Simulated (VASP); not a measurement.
Input of a VASP 6.6.1 run:

The input INCAR:

```
SYSTEM = Ti
ALGO     = Fast           ! electronic algorithm
EDIFF    = 1E-6           ! SCF threshold, eV
ENCUT    = 520            ! plane-wave cutoff, eV
GGA      = PS             ! functional
ISIF     = 2              ! what is computed and relaxed
ISMEAR   = 0              ! smearing method
LASPH    = .TRUE.         ! aspherical terms in the spheres
LCHARG   = .FALSE.        ! write CHGCAR
LREAL    = .FALSE.        ! projectors in reciprocal space
LWAVE    = .FALSE.        ! write WAVECAR
NBANDS   = 25             ! bands
NELM     = 80             ! most SCF steps
PREC     = Accurate       ! precision mode
SIGMA    = 0.15           ! smearing width, eV
```

Contents of KPOINTS:

```
k-points
0
G
  12 12 14
  0 0 0
```

Contents of POSCAR:

```
Ti
1.0
    4.4336000000      0.0000000000      0.0000000000
   -2.2168000000      3.8396102302      0.0000000000
    0.0000000000      0.0000000000      2.6584000000
Ti
3
Direct
    0.0000000000      0.0000000000      0.0000000000
    0.3333333333      0.6666666667      0.5000000000
    0.6666666667      0.3333333333      0.5000000000
```

Potentials or basis: VASP PAW PBE potentials, release 64 (Ti_sv).

The run is started by

```console
$ cat potpaw_PBE.64/Ti_sv/POTCAR > POTCAR
$ mpirun -np 1 vasp_std > vasp.out
```

Q: Estimate the pressure.

A: 12.0 GPa.

Q: Estimate the band gap on the k mesh.

A: Zero (bands 18 and 19 overlap by 0.30 eV).

Stress tensor (GPa, compression positive):
```
 9.15  0.00  0.00
 0.00  9.15  0.00
 0.00  0.00 17.66
```

Caveat: the cell stands under pressure; the PAW data sets were made with another functional, which shifts forces and pressure a little.
